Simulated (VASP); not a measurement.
CoSi2:

```xyz
3
Lattice="0.0000 2.6780 2.6780 2.6780 0.0000 2.6780 2.6780 2.6780 0.0000" Properties=species:S:1:pos:R:3 pbc="T T T"
Co    0.0000    0.0000    0.0000
Si    1.3390    1.3390    1.3390
Si    4.0170    4.0170    4.0170
```

Base run:

```yaml
Program: VASP 6.6.1
Functional: PBE
Potentials_or_basis: VASP PAW PBE potentials, release 64 (Co, Si)
Cutoff: 520 eV
k_mesh: 10 × 10 × 10
Occupations: fermi-dirac, width 0.1 eV
Spin: collinear spin, ferromagnetic start
Starting_moments: "[1.57, 0.0, 0.0] μB"
Fixed_moment: 1.57 μB
```

Its results: pressure 10.2 GPa; site moments Co +1.00; Si +0.12 μB.

Q: The run is repeated on the same cell with these changes: fixed moment from 1.57 μB to 0.22 μB; moments at the start from [1.57, 0.0, 0.0] to [0.22, 0.0, 0.0]. What comes out?

A: Pressure 0.5 GPa; site moments Co +0.14; Si +0.01 μB.

Caveats: the total moment is fixed, so each spin has its own Fermi level; the cell stands under pressure (at least some runs).
